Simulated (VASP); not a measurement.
# MoS2 (P6_3/mmc) in VASP: electric field gradients with PBE

Aim: the electric field gradients of MoS2 with PBE.

Everything below comes from runs of VASP 6.6.1. Logs are shortened: lines on timing, memory, paths and dates and some standing lists are left out, and cuts for length are marked.

### 1 The cell of the first run

The structure is hexagonal, space group P6_3/mmc (No. 194). Conventional cell: a = 3.185 Å, b = 3.185 Å, c = 13.178 Å, α = 90.00°, β = 90.00°, γ = 120.00°. Mo (site symmetry -6m2) has 6 S at 2.41 Å and 6 Mo at 3.19 Å within 3.2 Å. Within 3.2 Å of S (site symmetry 3m) lie 3 Mo at 2.41 Å and 7 S at 3.10 to 3.19 Å.

### 2 Electric field gradients, PBE, collinear spin

Input file INCAR:

```
SYSTEM = MoS2
PREC = Accurate
ENCUT = 520
EDIFF = 1E-8
ISMEAR = -1
SIGMA = 0.02
LREAL = .FALSE.
LASPH = .TRUE.
NELM = 150
ALGO = Normal
ISIF = 2
LWAVE = .FALSE.
LCHARG = .FALSE.
ISPIN = 2
MAGMOM = 2 2 0 0 0 0
LORBIT = 11
LMAXMIX = 4
GGA = PE
LEFG = .TRUE.
NBANDS = 39
```

Input file KPOINTS:

```
Automatic mesh
0
G
  11 11 3
  0 0 0
```

Input file POSCAR:

```
MoS2
1.0
    3.1854323130      0.0000000000      0.0000000000
   -1.5927161565      2.7586653051      0.0000000000
    0.0000000000      0.0000000000     13.1783909070
Mo S
2 4
Direct
    0.0000000000      0.0000000000      0.2500000000
    0.0000000000      0.0000000000      0.7500000000
    0.3333333333      0.6666666667      0.3677430400
    0.6666666667      0.3333333333      0.6322569600
    0.6666666667      0.3333333333      0.8677430400
    0.3333333333      0.6666666667      0.1322569600
```

Potentials or basis: VASP PAW PBE potentials, release 64 (Mo_sv, S).

Command:

```bash
$ cat potpaw_PBE.64/Mo_sv/POTCAR potpaw_PBE.64/S/POTCAR > POTCAR
$ mpirun -np 1 vasp_std > vasp.out
```

OUTCAR:

```text
SYSTEM = MoS2
   PREC = Accurate
   ENCUT = 520
   EDIFF = 1E-8
   ISMEAR = -1
   LREAL = .FALSE.
   LASPH = .TRUE.
   NELM = 150
   ISIF = 2
   ISPIN = 2
   LORBIT = 11
   GGA = PE

 ion  position               nearest neighbor table
   1  0.000  0.000  0.250-   3 2.41   6 2.41   3 2.41   6 2.41   3 2.41   6 2.41
   2  0.000  0.000  0.750-   4 2.41   5 2.41   4 2.41   5 2.41   4 2.41   5 2.41
   3  0.333  0.667  0.368-   1 2.41   1 2.41   1 2.41
   4  0.667  0.333  0.632-   2 2.41   2 2.41   2 2.41
   5  0.667  0.333  0.868-   2 2.41   2 2.41   2 2.41
   6  0.333  0.667  0.132-   1 2.41   1 2.41   1 2.41

  LATTYP: Found a hexagonal cell.
 ALAT       =     3.1854323130
 C/A-ratio  =     4.1370808142

  Lattice vectors:

 A1 = (   3.1854323130,   0.0000000000,   0.0000000000)
 A2 = (  -1.5927161565,   2.7586653051,   0.0000000000)
 A3 = (   0.0000000000,   0.0000000000,  13.1783909070)

Analysis of symmetry for initial positions (statically):
=====================================================================
 Subroutine PRICEL returns:
 Original cell was already a primitive cell.

 Routine SETGRP: Setting up the symmetry group for a
 hexagonal supercell.

 Subroutine GETGRP returns: Found 24 space group operations
 (whereof 12 operations were pure point group operations)
 out of a pool of 24 trial point group operations.

The static configuration has the point symmetry D_3d.
 The point group associated with its full space group is D_6h.

Analysis of symmetry for dynamics (positions and initial velocities):
=====================================================================
 Subroutine PRICEL returns:
 Original cell was already a primitive cell.

 Routine SETGRP: Setting up the symmetry group for a
 hexagonal supercell.

 Subroutine GETGRP returns: Found 24 space group operations
 (whereof 12 operations were pure point group operations)
 out of a pool of 24 trial point group operations.

The dynamic configuration has the point symmetry D_3d.
 The point group associated with its full space group is D_6h.

Analysis of structural, dynamic, and magnetic symmetry:
=====================================================================
 Subroutine PRICEL returns:
 Original cell was already a primitive cell.

 Routine SETGRP: Setting up the symmetry group for a
 hexagonal supercell.

 Subroutine GETGRP returns: Found 24 space group operations
 (whereof 12 operations were pure point group operations)
 out of a pool of 24 trial point group operations.

The overall configuration has the point symmetry D_3d.
 The point group associated with its full space group is D_6h.

 Subroutine INISYM returns: Found 24 space group operations
 (whereof 12 operations are pure point group operations),
 and found     1 'primitive' translations

----------------------------------------------------------------------------------------

                                     Primitive cell

  volume of cell :     115.8057

  direct lattice vectors                    reciprocal lattice vectors
     3.185432313  0.000000000  0.000000000     0.313929132  0.181247069  0.000000000
    -1.592716157  2.758665305  0.000000000     0.000000000  0.362494137  0.000000000
     0.000000000  0.000000000 13.178390907     0.000000000  0.000000000  0.075881798

  length of vectors
     3.185432313  3.185432313 13.178390907     0.362494137  0.362494137  0.075881798

  position of ions in fractional coordinates (direct lattice)
     0.000000000  0.000000000  0.250000000
     0.000000000  0.000000000  0.750000000
     0.333333333  0.666666667  0.367743040
     0.666666667  0.333333333  0.632256960
     0.666666667  0.333333333  0.867743040
     0.333333333  0.666666667  0.132256960

  ion indices of the primitive-cell ions
   primitive index   ion index
                 1           1
                 2           2
                 3           3
                 4           4
                 5           5
                 6           6

----------------------------------------------------------------------------------------

 KPOINTS: Automatic mesh
[... 99 lines left out ...]
 spin polarized calculation
  energy-cutoff  :      520.00
  volume of cell :      115.81
 maximum number of plane-waves:      3146
 NGX is ok and might be reduce to    24
   NGX = 11   NGY = 11   NGZ = 49

 number of electron      51.9999996 magnetization       0.0000019

 Free energy of the ion-electron system (eV)
  ---------------------------------------------------
  ext. energy  EPLUGINS =         0.00000000
  ---------------------------------------------------
  free energy    TOTEN  =       -43.67961828 eV

  energy without entropy =      -43.67961828  energy(sigma->0) =      -43.67961828

 E-fermi :   6.9201     XC(G=0): -10.2634

 val. band max:        6.3820663206   @ k =   0.0000   0.0000   0.0000
 cond. band min:       7.6076120491   @ k =   0.3636   0.2727   0.0000
 fundamental gap:      1.2255457284
 Fermi energy:         6.9200922418

 spin component 1

 k-point     1 :       0.0000    0.0000    0.0000
  band No.  band energies     occupation
      1     -54.9836      1.00000
      2     -54.9836      1.00000
      3     -29.1252      1.00000
      4     -29.1252      1.00000
      5     -28.9250      1.00000
      6     -28.9250      1.00000
[... 973 lines left out ...]
     37      14.9622      0.00000
     38      15.2029      0.00000

 [... further k-points ...]

 spin component 2

 k-point     1 :       0.0000    0.0000    0.0000
  band No.  band energies     occupation
      1     -54.9836      1.00000
      2     -54.9836      1.00000
      3     -29.1252      1.00000
      4     -29.1252      1.00000
      5     -28.9250      1.00000
      6     -28.9250      1.00000
[... 973 lines left out ...]
     37      14.9622      0.00000
     38      15.2029      0.00000

 [... further k-points ...]

 [bands above 38 left out]

------------------------ aborting loop because EDIFF is reached ----------------------------------------

  FORCE on cell =-STRESS in cart. coord.  units (eV):
  Direction    XX          YY          ZZ          XY          YZ          ZX
  --------------------------------------------------------------------------------------
  -------------------------------------------------------------------------------------
  Total        0.4758846      0.4758846      1.5601583      0.0000000      0.0000000      0.0000000
  in kB        6.5838885      6.5838885     21.5848715      0.0000000      0.0000000      0.0000000
  external PRESSURE =      11.5842162 kB  Pullay stress =       0.0000000 kB

 VOLUME and BASIS-vectors are now :
 -----------------------------------------------------------------------------
  energy-cutoff  :      520.00
  volume of cell :      115.81
      direct lattice vectors                 reciprocal lattice vectors
     3.185432313  0.000000000  0.000000000     0.313929132  0.181247069  0.000000000
    -1.592716157  2.758665305  0.000000000     0.000000000  0.362494137  0.000000000
     0.000000000  0.000000000 13.178390907     0.000000000  0.000000000  0.075881798

 POSITION                                       TOTAL-FORCE (eV/Angst)
 -----------------------------------------------------------------------------------
      0.00000      0.00000      3.29460        -0.000000      0.000000     -0.000000
      0.00000      0.00000      9.88379         0.000000     -0.000000      0.000000
     -0.00000      1.83911      4.84626        -0.000000     -0.000000      0.147741
      1.59272      0.91956      8.33213         0.000000      0.000000     -0.147741
      1.59272      0.91956     11.43546         0.000000      0.000000      0.147741
     -0.00000      1.83911      1.74293        -0.000000      0.000000     -0.147741
 -----------------------------------------------------------------------------------
    total drift:                                0.000000      0.000000      0.000000

  FREE ENERGIE OF THE ION-ELECTRON SYSTEM (eV)
  ---------------------------------------------------
  free  energy   TOTEN  =       -43.6796182789 eV

  energy  without entropy=      -43.6796182789  energy(sigma->0) =      -43.67961828

 Electric field gradients (V/A^2)
---------------------------------------------------------------------
 ion       V_xx      V_yy      V_zz      V_xy      V_xz      V_yz
---------------------------------------------------------------------
   1      40.899    40.898   -81.798    -0.001    -0.000     0.000
   2      40.899    40.898   -81.798    -0.001    -0.000     0.000
   3      28.302    28.302   -56.604     0.001    -0.000     0.000
   4      28.302    28.302   -56.604     0.001    -0.000     0.000
   5      28.302    28.302   -56.604     0.001     0.000    -0.000
   6      28.302    28.302   -56.604     0.001     0.000    -0.000
---------------------------------------------------------------------

 Electric field gradients after diagonalization (V/A^2)
 (convention: |V_zz| > |V_xx| > |V_yy|)
----------------------------------------------------------------------
 ion       V_xx      V_yy      V_zz     asymmetry (V_yy - V_xx)/ V_zz
----------------------------------------------------------------------
   1      40.900    40.898   -81.798       0.000
   2      40.900    40.898   -81.798       0.000
   3      28.303    28.302   -56.604       0.000
   4      28.303    28.302   -56.604       0.000
   5      28.303    28.302   -56.604       0.000
   6      28.303    28.302   -56.604       0.000
----------------------------------------------------------------------

           NMR quadrupolar parameters

 Cq : quadrupolar parameter    Cq=e*Q*V_zz/h
 eta: asymmetry parameters     (V_yy - V_xx)/ V_zz
 Q  : nuclear electric quadrupole moment in mb (millibarn)
----------------------------------------------------------------------
 ion       Cq(MHz)       eta       Q (mb)
----------------------------------------------------------------------
   1      -0.198       0.000       1.000
   2      -0.198       0.000       1.000
   3      -0.137       0.000       1.000
   4      -0.137       0.000       1.000
   5      -0.137       0.000       1.000
   6      -0.137       0.000       1.000
----------------------------------------------------------------------

 total charge

# of ion       s       p       d       tot
------------------------------------------
    1        2.290   6.219   3.941  12.450
    2        2.290   6.219   3.941  12.450
    3        1.363   2.342   0.000   3.705
    4        1.363   2.342   0.000   3.705
    5        1.363   2.342   0.000   3.705
    6        1.363   2.342   0.000   3.705
--------------------------------------------------
tot         10.034  21.804   7.882  39.720

 magnetization (x)

# of ion       s       p       d       tot
------------------------------------------
    1        0.000   0.000   0.000   0.000
    2        0.000   0.000   0.000   0.000
    3        0.000  -0.000   0.000  -0.000
    4        0.000  -0.000   0.000  -0.000
    5        0.000  -0.000   0.000  -0.000
    6        0.000  -0.000   0.000  -0.000
--------------------------------------------------
tot          0.000  -0.000   0.000   0.000
```

It took 3.9 min on 1 thread of Intel Xeon Platinum 8259CL at 2.50GHz (Skylake/Cascade Lake), shared host; peak memory 0.39 GiB.

Results:

* Free energy: -43.6796 eV
* Pressure: 1.2 GPa
* Largest force: 0.148 eV/Å
* Band gap on the k mesh: 1.23 eV (least direct gap 1.82 eV)
* Net moment: 0.00 μB per cell
* Largest electric field gradient by atom: Mo -81.8; S -56.6 V/Å²
* Valence electrons inside the program's atomic spheres: Mo 12.45; S 3.71

Forces on the atoms (eV/Å):
```
Mo   0.000  0.000  0.000
Mo   0.000  0.000  0.000
S    0.000  0.000  0.148
S    0.000  0.000 -0.148
S    0.000  0.000  0.148
S    0.000  0.000 -0.148
```

Electric field gradients, principal values (V/Å²):
```
atom   least  middle  greatest (by size)
1 Mo  40.898  40.900             -81.798
2 Mo  40.898  40.900             -81.798
 3 S  28.302  28.303             -56.604
 4 S  28.302  28.303             -56.604
 5 S  28.302  28.303             -56.604
 6 S  28.302  28.303             -56.604
```

Caveat: without QUAD_EFG the Cq values of the log hold for a quadrupole moment of 1 mb, not for the nuclei; this functional lacks dispersion, which binds layers or chains, so the pressure and a relaxed spacing across them are unreliable.
